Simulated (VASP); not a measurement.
A run of VASP 6.6.1 is set up as follows.

File INCAR:

```
  ALGO = Normal
  EDIFF = 1E-6
  ENCUT = 520
  GGA = PE
  ISIF = 2
  ISMEAR = -1
  LASPH = True
  LCHARG = False
  LREAL = False
  LWAVE = False
  NBANDS = 17
  NELM = 80
  PREC = Accurate
  SIGMA = 0.1
```

File KPOINTS:

```
k-points
0
Gamma
  14 14 14
```

File POSCAR:

```
SnSe
1.0
    3.1038710435      0.0000000000      0.0000000000
    0.0000000000      3.1038710435      0.0000000000
    0.0000000000      0.0000000000      3.1038710435
Sn Se
1 1
Direct
    0.0000000000      0.0000000000      0.0000000000
    0.5000000000      0.5000000000      0.5000000000
```

Potentials or basis: VASP PAW PBE potentials, release 64 (Sn_d, Se).

Command:

```sh
$ cat potpaw_PBE.64/Sn_d/POTCAR potpaw_PBE.64/Se/POTCAR > POTCAR
$ mpirun -np 1 vasp_std > vasp.out
```

Question: What does it give for the pressure?

Answer: 80.7 GPa.

Question: Predict the band gap on the k mesh.

Answer: Zero (band 10 reaches 15.78 eV, above the bottom of band 11 at 10.46 eV).

Caveat: spin-orbit coupling is left out, which moves the levels of the heavy elements.
